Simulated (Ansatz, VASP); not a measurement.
## One calculation of SiB6, two programs

```
Si B
1.0
     3.66400    0.00000    0.00000
    -1.83200    3.17312    0.00000
     0.00000    0.00000    6.93941
Si B
1 6
Direct
  0.00000 0.00000 0.50000
  0.33333 0.66667 0.00000
  0.66667 0.33333 0.00000
  0.50000 0.00000 0.50000
  0.00000 0.50000 0.50000
  0.50000 0.50000 0.50000
  0.00000 0.00000 0.00000
```

Alike in both runs: functional PBE; k mesh 12 × 12 × 6; occupations gaussian, width 0.1 eV; no spin polarisation.

Ansatz relaxed the structure, and its values are those at the end. VASP's run is a single point on that final structure, the one shown.

|  | VASP | Ansatz |
| --- | --- | --- |
| version | VASP 6.6.1 | Ansatz 0.2.0 |
| potentials or method | VASP PAW PBE potentials, release 64 (Si, B), cutoff 520 eV | scalar-relativistic, plane waves, PAW |
| valence electrons in the cell | 22 | 22 |

|  | VASP | Ansatz | Ansatz less VASP |
| --- | --- | --- | --- |
| gap on the k mesh at the Fermi level (eV) | none | none | - |
| pressure (GPa) | -0.2 | 0.0 | +0.18 |

A gap of «none» marks a metal or a gap that the smearing closes. The functional is the same, so the differences come from potentials, cutoffs and numerics.
